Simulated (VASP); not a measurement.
# GaB2 (Fm-3m) in VASP: notebook, part 2 of 2

VASP 6.6.1. Earlier steps stand in the parts before.

## 5. Single point, PBE

This run uses another cell than the first one, of 11.09 Å³/atom.

Contents of INCAR:

```
SYSTEM = GaB2
PREC     = Accurate       ! precision mode
ENCUT    = 500            ! plane-wave cutoff, eV
EDIFF    = 1E-6           ! SCF threshold, eV
ISMEAR   = 0              ! smearing method
SIGMA    = 0.1            ! smearing width, eV
LREAL    = .FALSE.        ! projectors in reciprocal space
LASPH    = .TRUE.         ! aspherical terms in the spheres
NELM     = 120            ! most SCF steps
ALGO     = Normal         ! electronic algorithm
ISIF     = 2              ! what is computed and relaxed
LWAVE    = .FALSE.        ! write WAVECAR
LCHARG   = .FALSE.        ! write CHGCAR
GGA      = PE             ! functional
NBANDS   = 16             ! bands
GGA_COMPAT= .FALSE.
```

Contents of KPOINTS:

```
Automatic mesh
0
G
  16 16 16
  0 0 0
```

Contents of POSCAR:

```
GaB2
1.0
    0.0000000000      2.5525361559      2.5525361559
    2.5525361559      0.0000000000      2.5525361559
    2.5525361559      2.5525361559      0.0000000000
Ga B
1 2
Direct
    0.0000000000      0.0000000000      0.0000000000
    0.2500000000      0.2500000000      0.2500000000
    0.7500000000      0.7500000000      0.7500000000
```

Potentials or basis: VASP PAW PBE potentials, release 64 (Ga_d, B).

Run with:

```
$ cat potpaw_PBE.64/Ga_d/POTCAR potpaw_PBE.64/B/POTCAR > POTCAR
$ mpirun -np 1 vasp_std > vasp.out
```

OUTCAR:

```text
SYSTEM = GaB2
   PREC = Accurate
   ENCUT = 500
   EDIFF = 1E-6
   ISMEAR = 0
   LREAL = .FALSE.
   LASPH = .TRUE.
   NELM = 120
   ISIF = 2
   GGA = PE

 ion  position               nearest neighbor table
   1  0.000  0.000  0.000-   3 2.21   3 2.21   3 2.21   2 2.21   3 2.21   2 2.21   2 2.21   2 2.21

   2  0.250  0.250  0.250-   1 2.21   1 2.21   1 2.21   1 2.21
   3  0.750  0.750  0.750-   1 2.21   1 2.21   1 2.21   1 2.21

  LATTYP: Found a face centered cubic cell.
 ALAT       =     5.1050723118

  Lattice vectors:

 A1 = (   0.0000000000,   2.5525361559,   2.5525361559)
 A2 = (   2.5525361559,   0.0000000000,   2.5525361559)
 A3 = (   2.5525361559,   2.5525361559,   0.0000000000)

Analysis of symmetry for initial positions (statically):
=====================================================================
 Subroutine PRICEL returns:
 Original cell was already a primitive cell.

 Routine SETGRP: Setting up the symmetry group for a
 face centered cubic supercell.

 Subroutine GETGRP returns: Found 48 space group operations
 (whereof 48 operations were pure point group operations)
 out of a pool of 48 trial point group operations.

The static configuration has the point symmetry O_h .

Analysis of symmetry for dynamics (positions and initial velocities):
=====================================================================
 Subroutine PRICEL returns:
 Original cell was already a primitive cell.

 Routine SETGRP: Setting up the symmetry group for a
 face centered cubic supercell.

 Subroutine GETGRP returns: Found 48 space group operations
 (whereof 48 operations were pure point group operations)
 out of a pool of 48 trial point group operations.

The dynamic configuration has the point symmetry O_h .

 Subroutine INISYM returns: Found 48 space group operations
 (whereof 48 operations are pure point group operations),
 and found     1 'primitive' translations

----------------------------------------------------------------------------------------

                                     Primitive cell

  volume of cell :      33.2618

  direct lattice vectors                    reciprocal lattice vectors
     0.000000000  2.552536156  2.552536156    -0.195883611  0.195883611  0.195883611
     2.552536156  0.000000000  2.552536156     0.195883611 -0.195883611  0.195883611
     2.552536156  2.552536156  0.000000000     0.195883611  0.195883611 -0.195883611

  length of vectors
     3.609831250  3.609831250  3.609831250     0.339280367  0.339280367  0.339280367

  position of ions in fractional coordinates (direct lattice)
     0.000000000  0.000000000  0.000000000
     0.250000000  0.250000000  0.250000000
     0.750000000  0.750000000  0.750000000

  ion indices of the primitive-cell ions
   primitive index   ion index
                 1           1
                 2           2
                 3           3

----------------------------------------------------------------------------------------

 KPOINTS: Automatic mesh

Automatic generation of k-mesh.
 Grid dimensions read from file:
 generate k-points for:   16   16   16

 Generating k-lattice:

  Cartesian coordinates                     Fractional coordinates (reciprocal lattice)
    -0.012242726  0.012242726  0.012242726     0.062500000  0.000000000  0.000000000
     0.012242726 -0.012242726  0.012242726     0.000000000  0.062500000  0.000000000
     0.012242726  0.012242726 -0.012242726     0.000000000  0.000000000  0.062500000

  Length of vectors
     0.021205023  0.021205023  0.021205023

  Shift w.r.t. Gamma in fractional coordinates (k-lattice)
     0.000000000  0.000000000  0.000000000

 Subroutine IBZKPT returns following result:
 ===========================================

 Found    145 irreducible k-points:

 Following reciprocal coordinates:
            Coordinates               Weight
  0.000000  0.000000  0.000000      1.000000
  0.062500  0.000000  0.000000      8.000000
  0.125000  0.000000  0.000000      8.000000
  0.187500  0.000000  0.000000      8.000000
  0.250000  0.000000  0.000000      8.000000
  0.312500  0.000000  0.000000      8.000000
[... 16 lines left out ...]
 -0.125000  0.062500  0.000000     24.000000
 -0.062500  0.062500  0.000000     12.000000
 [... further k-points ...]
   k-points           NKPTS =    145   k-points in BZ     NKDIM =    145   number of bands    NBANDS=     16
   number of dos      NEDOS =    301   number of ions     NIONS =      3
   total plane-waves  NPLWV =  21952
   dimension x,y,z NGX =    28 NGY =   28 NGZ =   28
   dimension x,y,z NGXF=    56 NGYF=   56 NGZF=   56
   ions per type =               1   2
   NGX,Y,Z   is equivalent  to a cutoff of  12.90, 12.90, 12.90 a.u.
   NGXF,Y,Z  is equivalent  to a cutoff of  25.79, 25.79, 25.79 a.u.
 SYSTEM =  GaB2
   PREC   = accura    normal or accurate (medium, high low for compatibility)
   ISTART =      0    job   : 0-new  1-cont  2-samecut
   ICHARG =      2    charge: 1-file 2-atom 10-const
   ISPIN  =      1    spin polarized calculation?
   LNONCOLLINEAR =      F non collinear calculations
   LSORBIT =      F    spin-orbit coupling
   LASPH  =      T    aspherical Exc in radial PAW
   ENCUT  =  500.0 eV  36.75 Ry    6.06 a.u.   6.58  6.58  6.58*2*pi/ulx,y,z
   NELM   =    120;   NELMIN=  2; NELMDL= -5     # of ELM steps
   EDIFF  = 0.1E-05   stopping-criterion for ELM
   LREAL  =      F    real-space projection
   EDIFFG = 0.1E-04   stopping-criterion for IOM
   NSW    =      0    number of steps for IOM
   IBRION =     -1    ionic relax: 0-MD 1-quasi-New 2-CG
   NFREE  =      0    steps in history (QN), initial steepest desc. (CG)
   ISIF   =      2    stress and relaxation
   ISYM   =      2    0-nonsym 1-usesym 2-fastsym
   POTIM  = 0.5000    time-step for ionic-motion
   TEBEG  =    0.0;   TEEND  =   0.0 temperature during run
   PSTRESS=    0.0 pullay stress
   NELECT =      19.0000    total number of electrons
   NUPDOWN=      -1.0000    fix difference up-down
   EMIN   =  10.00;   EMAX   =-10.00  energy-range for DOS
   EFERMI =   0.00;   METHOD = LEGACY
   ISMEAR =     0;   SIGMA  =   0.10  broadening in eV -4-tet -1-fermi 0-gaus
   EFERMI_NEDOS =   21; number of points for ismear=-14 and -15
   IALGO  =     38    algorithm
   IMIX   =      4    mixing-type and parameters
     AMIX     =   0.40;   BMIX     =  1.00
     AMIX_MAG =   1.60;   BMIX_MAG =  1.00
  volume/ion in A,a.u.               =      11.09        74.82
  Fermi-wavevector in a.u.,A,eV,Ry     =   1.358347  2.566904 25.104207  1.845107
  Thomas-Fermi vector in A             =   2.485188
   LORBIT       =      0    0 simple, 1 ext, 2 COOP (PROOUT), +10 PAW based schemes
   GGA     = PE    functional components
   LHFCALC =     F    Hartree Fock is set to
   AEXX    =    0.0000 exact exchange contribution
   IVDW    =     0    specifies the selected vdW correction
   LEPSILON=     F    determine dielectric tensor
   LRPA    =     F    only Hartree local field effects (RPA)
 non-spin polarized calculation
 Gauss-broadening in eV      SIGMA  =   0.10
  energy-cutoff  :      500.00
  volume of cell :       33.26
 maximum number of plane-waves:       877
   NGX = 13   NGY = 13   NGZ = 13

 number of electron      18.9999993 magnetization

 Free energy of the ion-electron system (eV)
  ---------------------------------------------------
  ext. energy  EPLUGINS =         0.00000000
  ---------------------------------------------------
  free energy    TOTEN  =       -12.21741627 eV

  energy without entropy =      -12.21274018  energy(sigma->0) =      -12.21507822

 E-fermi :   6.1590     XC(G=0): -11.4343

 val. band max:        6.1461836735   @ k =  -0.3750   0.1875   0.0000
 cond. band min:       6.1650072954   @ k =   0.4375   0.2500   0.1250
 fundamental gap:      0.0188236219
 Fermi energy:         6.1589884245

 k-point     1 :       0.0000    0.0000    0.0000
  band No.  band energies     occupation
      1      -9.0115      2.00000
      2      -9.0115      2.00000
      3      -9.0115      2.00000
      4      -8.8134      2.00000
      5      -8.8134      2.00000
      6      -7.4995      2.00000
[... 8 lines left out ...]
     15      12.2920      0.00000
     16      12.2920      0.00000
[... 420 lines left out ...]
  band No.  band energies     occupation
      1      -9.0139      2.00000
      2      -9.0050      2.00000
      3      -9.0026      2.00000
      4      -8.8160      2.00000
      5      -8.8124      2.00000
      6      -7.3396      2.00000
[... 8 lines left out ...]
     15      12.2547      0.00000
     16      12.8298      0.00000

 [... further k-points ...]

------------------------ aborting loop because EDIFF is reached ----------------------------------------

  FORCE on cell =-STRESS in cart. coord.  units (eV):
  Direction    XX          YY          ZZ          XY          YZ          ZX
  --------------------------------------------------------------------------------------
  -------------------------------------------------------------------------------------
  Total        0.0173194      0.0173194      0.0173194      0.0000000      0.0000000     -0.0000000
  in kB        0.8342533      0.8342533      0.8342533      0.0000000      0.0000000     -0.0000000
  external PRESSURE =       0.8342533 kB  Pullay stress =       0.0000000 kB

 VOLUME and BASIS-vectors are now :
 -----------------------------------------------------------------------------
  energy-cutoff  :      500.00
  volume of cell :       33.26
      direct lattice vectors                 reciprocal lattice vectors
     0.000000000  2.552536156  2.552536156    -0.195883611  0.195883611  0.195883611
     2.552536156  0.000000000  2.552536156     0.195883611 -0.195883611  0.195883611
     2.552536156  2.552536156  0.000000000     0.195883611  0.195883611 -0.195883611

 POSITION                                       TOTAL-FORCE (eV/Angst)
 -----------------------------------------------------------------------------------
      0.00000      0.00000      0.00000        -0.000000     -0.000000     -0.000000
      1.27627      1.27627      1.27627        -0.000000     -0.000000     -0.000000
      3.82880      3.82880      3.82880         0.000000      0.000000      0.000000
 -----------------------------------------------------------------------------------
    total drift:                               -0.000000     -0.000000      0.000000

  FREE ENERGIE OF THE ION-ELECTRON SYSTEM (eV)
  ---------------------------------------------------
  free  energy   TOTEN  =       -12.2174162689 eV

  energy  without entropy=      -12.2127401775  energy(sigma->0) =      -12.21507822
```

Run time: 29 s. Hardware: 1 thread of Intel Xeon 6975P-C (Granite Rapids), shared host; peak memory 0.21 GiB.

Results:

| Quantity | Value |
| --- | --- |
| Free energy | -12.2174 eV |
| Pressure | 0.1 GPa |
| Band gap on the k mesh | zero (an odd number of electrons rules out a gap without spin polarisation) |

## 6. Summary

```tsv
task	cell	k mesh	gap on the mesh (eV)	pressure (GPa)
single point	a = 3.483 Å, angles 60.0°, 3 atoms	6 × 6 × 6	none	16.5
single point	a = 3.604 Å, angles 60.0°, 3 atoms	6 × 6 × 6	none	0.2
relaxation of cell and atoms	relaxed from a = 3.483 Å, angles 60.0°, 3 atoms	6 × 6 × 6	none	0.0
single point	a = 3.610 Å, angles 60.0°, 3 atoms	16 × 16 × 16	none	0.1
```

Alike in all rows: level PBE; potentials or basis VASP PAW PBE potentials, release 64 (Ga_d, B); no spin polarisation; cutoff (eV) 500; smearing gaussian 0.1 eV.

Caveats: some runs use coarse meshes.

Total energies depend on the potentials used, so only differences within one code and one set of settings carry meaning.
